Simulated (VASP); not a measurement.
# NbAg3 (I4/mmm) in VASP: notebook

NbAg3 is run at these levels: r2SCAN+U; tasks: relaxation of cell and atoms.

All numbers are computed with VASP 6.6.1; they aren't measurements. Logs are shortened: lines on timing, memory, paths and dates and some standing lists are left out, and cuts for length are marked.

## Step 1: The cell of the first run

It takes space group I4/mmm (No. 139, tetragonal). The conventional cell has a = 4.118 Å, b = 4.118 Å, c = 8.362 Å, α = 90.00°, β = 90.00°, γ = 90.00°. Within 3.8 Å of Ag (site symmetry -4m2) lie 8 Ag at 2.91 to 2.93 Å and 4 Nb at 2.93 Å. Within 3.8 Å of Ag (site symmetry 4/mmm) lie 4 Nb at 2.91 Å and 8 Ag at 2.93 Å. Within 3.8 Å of Nb (site symmetry 4/mmm) lie 12 Ag at 2.91 to 2.93 Å.

## Step 2: Relaxation of cell and atoms, r2SCAN+U

File POSCAR:

```
NbAg3
1.0
    0.0000000000      4.1177915800      0.0000000000
    4.1177915800      0.0000000000      0.0000000000
    2.0588957900      2.0588957900     -4.1810765300
Ag Nb
3 1
Direct
    0.7500000000      0.2500000000      0.5000000000
    0.2500000000      0.7500000000      0.5000000000
    0.5000000000      0.5000000000      0.0000000000
    0.0000000000      0.0000000000      0.0000000000
```

File INCAR.step1:

```
SYSTEM = NbAg3
ALGO = Normal
EDIFF = 1E-4
ENCUT = 600
GGA = PE
ISMEAR = -1
LASPH = .TRUE.
LCHARG = .FALSE.
LDAU = .TRUE.
LDAUJ = 0 0
LDAUL = -1 2
LDAUTYPE = 2
LDAUU = 0 2.89
LMAXMIX = 4
LREAL = .FALSE.
LWAVE = .TRUE.
NELM = 150
PREC = Accurate
SIGMA = 0.1
```

File INCAR.step2:

```
SYSTEM = NbAg3
ALGO = Normal
EDIFF = 1E-6
EDIFFG = -0.01
ENCUT = 600
IBRION = 2
ISIF = 3
ISMEAR = -1
ISTART = 1
LASPH = .TRUE.
LCHARG = .FALSE.
LDAU = .TRUE.
LDAUJ = 0 0
LDAUL = -1 2
LDAUPRINT = 1
LDAUTYPE = 2
LDAUU = 0 2.89
LMAXMIX = 4
LMIXTAU = .TRUE.
LREAL = .FALSE.
LWAVE = .FALSE.
METAGGA = R2SCAN
NELM = 150
NSW = 60
PREC = Accurate
SIGMA = 0.1
```

File KPOINTS:

```
k-points
0
G
  5 5 5
  0 0 0
```

Potentials or basis: VASP PAW PBE potentials, release 64 (Ag, Nb_sv).

Started as:

```bash
$ cat potpaw_PBE.64/Ag/POTCAR potpaw_PBE.64/Nb_sv/POTCAR > POTCAR
$ cp INCAR.step1 INCAR
$ mpirun -np 1 vasp_std > vasp.out
$ cp INCAR.step2 INCAR
$ mpirun -np 1 vasp_std > vasp.out
```

OUTCAR:

```text
SYSTEM = NbAg3
   EDIFF = 1E-6
   EDIFFG = -0.01
   ENCUT = 600
   IBRION = 2
   ISIF = 3
   ISMEAR = -1
   ISTART = 1
   LASPH = .TRUE.
   LREAL = .FALSE.
   METAGGA = R2SCAN
   NELM = 150
   NSW = 60
   PREC = Accurate

 ion  position               nearest neighbor table
   1  0.750  0.250  0.500-   2 2.91   2 2.91   2 2.91   2 2.91   4 2.93   3 2.93   4 2.93   4 2.93
                             3 2.93   3 2.93   4 2.93   3 2.93
   2  0.250  0.750  0.500-   1 2.91   1 2.91   1 2.91   1 2.91   4 2.93   3 2.93   4 2.93   3 2.93
                             4 2.93   4 2.93   3 2.93   3 2.93
   3  0.500  0.500  0.000-   4 2.91   4 2.91   4 2.91   4 2.91   2 2.93   1 2.93   2 2.93   2 2.93
                             1 2.93   1 2.93   1 2.93   2 2.93
   4  0.000  0.000  0.000-   3 2.91   3 2.91   3 2.91   3 2.91   1 2.93   1 2.93   2 2.93   1 2.93
                             2 2.93   2 2.93   1 2.93   2 2.93

  LATTYP: Found a body centered tetragonal cell.
 ALAT       =     4.1177915800
 C/A-ratio  =     2.0307373255

  Lattice vectors:

 A1 = (  -2.0588957900,   2.0588957900,   4.1810765300)
 A2 = (   2.0588957900,  -2.0588957900,   4.1810765300)
 A3 = (   2.0588957900,   2.0588957900,  -4.1810765300)

Analysis of symmetry for initial positions (statically):
=====================================================================
 Subroutine PRICEL returns:
 Original cell was already a primitive cell.

 Routine SETGRP: Setting up the symmetry group for a
 body centered tetragonal supercell.

 Subroutine GETGRP returns: Found 16 space group operations
 (whereof 16 operations were pure point group operations)
 out of a pool of 16 trial point group operations.

The static configuration has the point symmetry D_4h.

Analysis of symmetry for dynamics (positions and initial velocities):
=====================================================================
 Subroutine PRICEL returns:
 Original cell was already a primitive cell.

 Routine SETGRP: Setting up the symmetry group for a
 body centered tetragonal supercell.

 Subroutine GETGRP returns: Found 16 space group operations
 (whereof 16 operations were pure point group operations)
 out of a pool of 16 trial point group operations.

The dynamic configuration has the point symmetry D_4h.

 Subroutine INISYM returns: Found 16 space group operations
 (whereof 16 operations are pure point group operations),
 and found     1 'primitive' translations

----------------------------------------------------------------------------------------

                                     Primitive cell

  volume of cell :      70.8952

  direct lattice vectors                    reciprocal lattice vectors
     0.000000000  4.117791580  0.000000000     0.000000000  0.242848619  0.119586426
     4.117791580  0.000000000  0.000000000     0.242848619  0.000000000  0.119586426
     2.058895790  2.058895790 -4.181076530     0.000000000  0.000000000 -0.239172852

  length of vectors
     4.117791580  4.117791580  5.095047075     0.270696075  0.270696075  0.239172852

  position of ions in fractional coordinates (direct lattice)
     0.750000000  0.250000000  0.500000000
     0.250000000  0.750000000  0.500000000
     0.500000000  0.500000000  0.000000000
     0.000000000  0.000000000  0.000000000

  ion indices of the primitive-cell ions
   primitive index   ion index
                 1           1
                 2           2
                 3           3
                 4           4

----------------------------------------------------------------------------------------

 KPOINTS: k-points

Automatic generation of k-mesh.
 Grid dimensions read from file:
 generate k-points for:    5    5    5

 Generating k-lattice:

  Cartesian coordinates                     Fractional coordinates (reciprocal lattice)
     0.000000000  0.048569724  0.023917285     0.200000000  0.000000000  0.000000000
     0.048569724  0.000000000  0.023917285     0.000000000  0.200000000  0.000000000
     0.000000000  0.000000000 -0.047834570     0.000000000  0.000000000  0.200000000

  Length of vectors
     0.054139215  0.054139215  0.047834570

  Shift w.r.t. Gamma in fractional coordinates (k-lattice)
     0.000000000  0.000000000  0.000000000

 Subroutine IBZKPT returns following result:
 ===========================================

 Found     18 irreducible k-points:

 Following reciprocal coordinates:
            Coordinates               Weight
  0.000000  0.000000  0.000000      1.000000
  0.200000  0.000000  0.000000      8.000000
  0.400000  0.000000  0.000000      8.000000
  0.200000  0.200000  0.000000      8.000000
  0.400000  0.200000  0.000000     16.000000
 -0.400000  0.200000  0.000000     16.000000
[... 10 lines left out ...]
  0.000000  0.000000  0.400000      2.000000
 -0.200000  0.000000  0.400000      4.000000
   k-points           NKPTS =     18   k-points in BZ     NKDIM =     18   number of bands    NBANDS=     27
   number of dos      NEDOS =    301   number of ions     NIONS =      4
   total plane-waves  NPLWV =  54432
   dimension x,y,z NGX =    36 NGY =   36 NGZ =   42
   dimension x,y,z NGXF=    72 NGYF=   72 NGZF=   84
   ions per type =               3   1
   NGX,Y,Z   is equivalent  to a cutoff of  14.53, 14.53, 13.70 a.u.
   NGXF,Y,Z  is equivalent  to a cutoff of  29.07, 29.07, 27.41 a.u.
 SYSTEM =  NbAg3
   PREC   = accura    normal or accurate (medium, high low for compatibility)
   ISTART =      1    job   : 0-new  1-cont  2-samecut
   ICHARG =      0    charge: 1-file 2-atom 10-const
   ISPIN  =      1    spin polarized calculation?
   LNONCOLLINEAR =      F non collinear calculations
   LSORBIT =      F    spin-orbit coupling
   LASPH  =      T    aspherical Exc in radial PAW
   ENCUT  =  600.0 eV  44.10 Ry    6.64 a.u.   8.22  8.22 10.18*2*pi/ulx,y,z
   NELM   =    150;   NELMIN=  2; NELMDL=  0     # of ELM steps
   EDIFF  = 0.1E-05   stopping-criterion for ELM
   LREAL  =      F    real-space projection
   EDIFFG = -.1E-01   stopping-criterion for IOM
   NSW    =     60    number of steps for IOM
   IBRION =      2    ionic relax: 0-MD 1-quasi-New 2-CG
   NFREE  =      1    steps in history (QN), initial steepest desc. (CG)
   ISIF   =      3    stress and relaxation
   ISYM   =      2    0-nonsym 1-usesym 2-fastsym
   POTIM  = 0.5000    time-step for ionic-motion
   TEBEG  =    0.0;   TEEND  =   0.0 temperature during run
   PSTRESS=    0.0 pullay stress
   NELECT =      46.0000    total number of electrons
   NUPDOWN=      -1.0000    fix difference up-down
   EMIN   =  10.00;   EMAX   =-10.00  energy-range for DOS
   EFERMI =   0.00;   METHOD = LEGACY
   ISMEAR =    -1;   SIGMA  =   0.10  broadening in eV -4-tet -1-fermi 0-gaus
   EFERMI_NEDOS =   21; number of points for ismear=-14 and -15
   IALGO  =     38    algorithm
   IMIX   =      4    mixing-type and parameters
     AMIX     =   0.40;   BMIX     =  1.00
     AMIX_MAG =   1.60;   BMIX_MAG =  1.00
  volume/ion in A,a.u.               =      17.72       119.61
  Fermi-wavevector in a.u.,A,eV,Ry     =   1.417278  2.678268 27.329723  2.008678
  Thomas-Fermi vector in A             =   2.538525
   LORBIT       =      0    0 simple, 1 ext, 2 COOP (PROOUT), +10 PAW based schemes
 LDA+U is selected, type is set to LDAUTYPE =  2
   angular momentum for each species LDAUL =    -1    2
   U (eV)           for each species LDAUU =   0.0  2.9
   J (eV)           for each species LDAUJ =   0.0  0.0
   METAGGA = R2SCAN    functional components
   LHFCALC =     F    Hartree Fock is set to
   AEXX    =    0.0000 exact exchange contribution
   IVDW    =     0    specifies the selected vdW correction
   LEPSILON=     F    determine dielectric tensor
   LRPA    =     F    only Hartree local field effects (RPA)
 conjugate gradient relaxation of ions
 non-spin polarized calculation
  energy-cutoff  :      600.00
  volume of cell :       70.90
 maximum number of plane-waves:      2421
 NGX is ok and might be reduce to    36
   NGX = 17   NGY = 17   NGZ = 21

--------------------------------------- Ionic step        1  -------------------------------------------

 number of electron      45.9999995 magnetization

 Free energy of the ion-electron system (eV)
  ---------------------------------------------------
  ext. energy  EPLUGINS =         0.00000000
  ---------------------------------------------------
  free energy    TOTEN  =       -84.71773524 eV

  energy without entropy =      -84.61682612  energy(sigma->0) =      -84.66728068

------------------------ aborting loop because EDIFF is reached ----------------------------------------

  FORCE on cell =-STRESS in cart. coord.  units (eV):
  Direction    XX          YY          ZZ          XY          YZ          ZX
  --------------------------------------------------------------------------------------
  -------------------------------------------------------------------------------------
  Total        0.2278479      0.2278479     -2.3925728      0.0000000     -0.0000000      0.0000000
  in kB        5.1491889      5.1491889    -54.0703151      0.0000000     -0.0000000      0.0000000
  external PRESSURE =     -14.5906458 kB  Pullay stress =       0.0000000 kB
[... 95 lines left out ...]
  FREE ENERGIE OF THE ION-ELECTRON SYSTEM (eV)
  ---------------------------------------------------
  free  energy   TOTEN  =       -84.7789183171 eV

  energy  without entropy=      -84.6864597157  energy(sigma->0) =      -84.73268902

[... ionic steps 4 to 15 ...]

--------------------------------------- Ionic step       16  -------------------------------------------

 number of electron      46.0000003 magnetization

------------------------ aborting loop because EDIFF is reached ----------------------------------------

  FORCE on cell =-STRESS in cart. coord.  units (eV):
  Direction    XX          YY          ZZ          XY          YZ          ZX
  --------------------------------------------------------------------------------------
  -------------------------------------------------------------------------------------
  Total       -0.0576530     -0.0576530     -0.0647945      0.0000000      0.0000000     -0.0000000
  in kB       -1.3255195     -1.3255195     -1.4897104      0.0000000      0.0000000     -0.0000000
  external PRESSURE =      -1.3802498 kB  Pullay stress =       0.0000000 kB
[... 57 lines left out ...]
  FREE ENERGIE OF THE ION-ELECTRON SYSTEM (eV)
  ---------------------------------------------------
  free  energy   TOTEN  =       -84.9119968890 eV

  energy  without entropy=      -84.8712473927  energy(sigma->0) =      -84.89162214

atom =   4  type =  2  l = 2

 onsite density matrix

spin component  1

  0.1490  0.0000  0.0000 -0.0000 -0.0000
  0.0000  0.2546  0.0000 -0.0000  0.0000
  0.0000  0.0000  0.1433 -0.0000  0.0000
 -0.0000 -0.0000 -0.0000  0.2546  0.0000
 -0.0000  0.0000  0.0000  0.0000  0.2508

spin component  2

  0.1490  0.0000  0.0000 -0.0000 -0.0000
  0.0000  0.2546  0.0000 -0.0000  0.0000
  0.0000  0.0000  0.1433 -0.0000  0.0000
 -0.0000 -0.0000 -0.0000  0.2546  0.0000
 -0.0000  0.0000  0.0000  0.0000  0.2508

 occupancies and eigenvectors

  o =  0.1433  v =  0.0000 -0.0000  1.0000 -0.0000  0.0000  0.0000  0.0000  0.0000  0.0000  0.0000      0.0000  0.0000  0.0000  0.0000  0.0000  0.0000  0.0000  0.0000  0.0000  0.0000
  o =  0.1433  v =  0.0000  0.0000  0.0000  0.0000  0.0000  0.0000 -0.0000  1.0000 -0.0000  0.0000      0.0000  0.0000  0.0000  0.0000  0.0000  0.0000  0.0000  0.0000  0.0000  0.0000
  o =  0.1490  v =  1.0000  0.0000  0.0000  0.0000  0.0000  0.0000  0.0000  0.0000  0.0000  0.0000      0.0000  0.0000  0.0000  0.0000  0.0000  0.0000  0.0000  0.0000  0.0000  0.0000
  o =  0.1490  v =  0.0000  0.0000  0.0000  0.0000  0.0000  1.0000  0.0000  0.0000  0.0000  0.0000      0.0000  0.0000  0.0000  0.0000  0.0000  0.0000  0.0000  0.0000  0.0000  0.0000
  o =  0.2508  v =  0.0000  0.0000  0.0000  0.0000  0.0000  0.0000  0.0000  0.0000 -0.0000 -1.0000      0.0000  0.0000  0.0000  0.0000  0.0000  0.0000  0.0000  0.0000  0.0000  0.0000
  o =  0.2508  v =  0.0000  0.0000  0.0000 -0.0000 -1.0000  0.0000  0.0000  0.0000  0.0000  0.0000      0.0000  0.0000  0.0000  0.0000  0.0000  0.0000  0.0000  0.0000  0.0000  0.0000
  o =  0.2546  v =  0.0000  0.8926 -0.0000 -0.4508  0.0000  0.0000  0.0000  0.0000  0.0000  0.0000      0.0000  0.0000  0.0000  0.0000  0.0000  0.0000  0.0000  0.0000  0.0000  0.0000
  o =  0.2546  v =  0.0000  0.0000  0.0000  0.0000  0.0000  0.0000  0.8926 -0.0000 -0.4508  0.0000      0.0000  0.0000  0.0000  0.0000  0.0000  0.0000  0.0000  0.0000  0.0000  0.0000
  o =  0.2546  v =  0.0000  0.0000  0.0000  0.0000  0.0000  0.0000  0.4508  0.0000  0.8926 -0.0000      0.0000  0.0000  0.0000  0.0000  0.0000  0.0000  0.0000  0.0000  0.0000  0.0000
  o =  0.2546  v =  0.0000  0.4508  0.0000  0.8926 -0.0000  0.0000  0.0000  0.0000  0.0000  0.0000      0.0000  0.0000  0.0000  0.0000  0.0000  0.0000  0.0000  0.0000  0.0000  0.0000

--------------------------------------- Ionic step       18  -------------------------------------------

 number of electron      46.0000003 magnetization

 Free energy of the ion-electron system (eV)
  ---------------------------------------------------
  ext. energy  EPLUGINS =         0.00000000
  ---------------------------------------------------
  free energy    TOTEN  =       -84.91201981 eV

  energy without entropy =      -84.87122347  energy(sigma->0) =      -84.89162164

 E-fermi :   9.4796     XC(G=0): -13.2843

 val. band max:        9.4213887204   @ k =   0.4000   0.4000   0.0000
 cond. band min:       9.4812259181   @ k =  -0.2000   0.0000   0.4000
 fundamental gap:      0.0598371977
 Fermi energy:         9.4795910876

 k-point     1 :       0.0000    0.0000    0.0000
  band No.  band energies     occupation
      1     -48.7240      2.00000
      2     -24.0034      2.00000
      3     -23.9972      2.00000
      4     -23.9972      2.00000
      5       1.3775      2.00000
      6       2.7226      2.00000
[... 560 lines left out ...]
  FREE ENERGIE OF THE ION-ELECTRON SYSTEM (eV)
  ---------------------------------------------------
  free  energy   TOTEN  =       -84.9120198070 eV

  energy  without entropy=      -84.8712234712  energy(sigma->0) =      -84.89162164

 reached required accuracy - stopping structural energy minimisation
```

Run time: 31 min. Hardware: 1 thread of AMD EPYC 9R45 (Zen 5), shared host; peak memory 0.24 GiB.

Results:

```yaml
Free_energy: -84.9120 eV
Relaxed_volume: 17.40 Å³/atom
Relaxed_cell: a = 4.603 Å, b = 4.603 Å, c = 4.625 Å, α = 60.16°, β = 60.16°, γ = 90.00°
Space_group_after_relaxing_to_0.1_Å: Fm-3m (No. 225)
Energy_gained_by_relaxing: 48.6 meV/atom
Ionic_steps: 18
Pressure_after_relaxing: 0.0 GPa
Band_gap_on_the_k_mesh: zero (bands 23 and 24 overlap by 0.79 eV)
```

The path:
```csv
step,energy change (eV),largest force (eV/Å),pressure (GPa),volume (Å³)
1,0.0000,0.0000,-1.46,70.90
2,-0.0512,0.0000,1.51,69.23
3,-0.0612,0.0000,3.48,68.27
4,-0.0903,0.0000,2.54,68.65
5,-0.1430,0.0000,0.25,69.70
6,-0.1712,0.0000,-2.95,71.29
7,-0.1699,0.0000,-2.21,70.92
8,-0.1877,0.0000,-0.33,69.85
9,-0.1900,0.0000,0.56,69.38
10,-0.1900,0.0000,0.81,69.26
11,-0.1928,0.0000,0.40,69.43
12,-0.1941,0.0000,-0.01,69.61
13,-0.1916,0.0000,-0.46,69.86
14,-0.1942,0.0000,-0.10,69.67
15,-0.1942,0.0000,-0.11,69.67
16,-0.1942,0.0000,-0.14,69.69
17,-0.1943,0.0000,0.09,69.57
18,-0.1943,0.0000,0.00,69.62
```

Final structure:
```
CELL_PARAMETERS angstrom
0.00000 4.60269 0.00000
4.60269 0.00000 0.00000
2.30134 2.30134 -3.28632
ATOMIC_POSITIONS crystal
Ag 0.75000 0.25000 0.50000
Ag 0.25000 0.75000 0.50000
Ag 0.50000 0.50000 0.00000
Nb 0.00000 0.00000 0.00000
```

Eigenvalues of the final occupation matrices:
```csv
site,spin,trace,eigenvalues
site 4 d,1,1.05,0.14 0.15 0.25 0.25 0.25
site 4 d,2,1.05,0.14 0.15 0.25 0.25 0.25
```

Caveat: the PAW data sets were made with another functional, which shifts forces and pressure a little; U without spin polarisation on a metal has little footing; the U is typed as a test and isn't derived for this compound.

[end of part 1 of 2]

The gap in the log of VASP goes by the Fermi energy; the results here count the filled bands.